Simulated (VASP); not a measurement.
A run of VASP 6.6.1:

Contents of INCAR:

```
PREC = Accurate
ENCUT = 500
EDIFF = 1E-7
ISMEAR = 0
SIGMA = 0.1
LREAL = False
LASPH = True
NELM = 120
ALGO = Normal
ISIF = 3
LWAVE = False
LCHARG = False
GGA = PE
IBRION = 2
NSW = 90
EDIFFG = -0.04
GGA_COMPAT = False
NELMIN = 4
```

KPOINTS

```
regular mesh
0
Gamma
  6 6 6
```

File POSCAR:

```
Mo
1.0
    0.0000000000      2.6282640351      2.6282640351
    2.6282640351      0.0000000000      2.6282640351
    2.6282640351      2.6282640351      0.0000000000
Mo
2
Direct
    0.5000000000      0.5000000000      0.5000000000
    0.7500000000      0.7500000000      0.7500000000
```

Potentials or basis: VASP PAW PBE potentials, release 64 (Mo_sv).

Launch:

```sh
$ cat potpaw_PBE.64/Mo_sv/POTCAR > POTCAR
$ mpirun -np 1 vasp_std > vasp.out
```

Hardware: 1 thread of Intel(R) Xeon(R) Platinum 8559C (Emerald Rapids), with other jobs on the host.

Q: How long does it take, and how much memory?

A: Run time: 33 s on 1 thread of Intel(R) Xeon(R) Platinum 8559C (Emerald Rapids) (shared host), peak memory 0.15 GiB. Counts: scf iterations 54, k points 16, ion steps 5.
